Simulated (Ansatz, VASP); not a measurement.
# BaTiO3: VASP beside Ansatz

```
Ba Ti O
1.0
     4.00730    0.00000    0.00000
     0.00000    4.00730    0.00000
     0.00000    0.00000    4.12752
Ba Ti O
1 1 3
Cartesian
  2.0036 2.0036 2.0638
  0.0000 0.0000 0.0000
  2.0036 0.0000 0.0000
  0.0000 2.0036 0.0000
  0.0000 0.0000 2.0638
```

Change from the starting cell: zz strain of +3 %.

Alike in both runs: task single point; functional LDA; k mesh 8 × 8 × 8; occupations fermi-dirac, width 0.05 eV; no spin polarisation.

|  | VASP | Ansatz |
| --- | --- | --- |
| version | VASP 6.6.1 | Ansatz 0.2.0 |
| potentials or method | VASP PAW LDA potentials, release 64 (Ba_sv, Ti_sv, O), cutoff 520 eV | all-electron LAPW, scalar-relativistic |

|  | VASP | Ansatz | Ansatz less VASP |
| --- | --- | --- | --- |
| pressure (GPa) | -11.6 | -13.4 | -1.76 |
| traceless stress, the component that is largest in VASP (GPa) | -3.00 | -2.87 | +0.128 |

LDA's correlation is that of Perdew and Zunger in VASP and of Perdew and Wang (1992) in Ansatz. Ansatz ran all-electron here, and VASP with PAW potentials.

Spin-orbit coupling is off throughout.
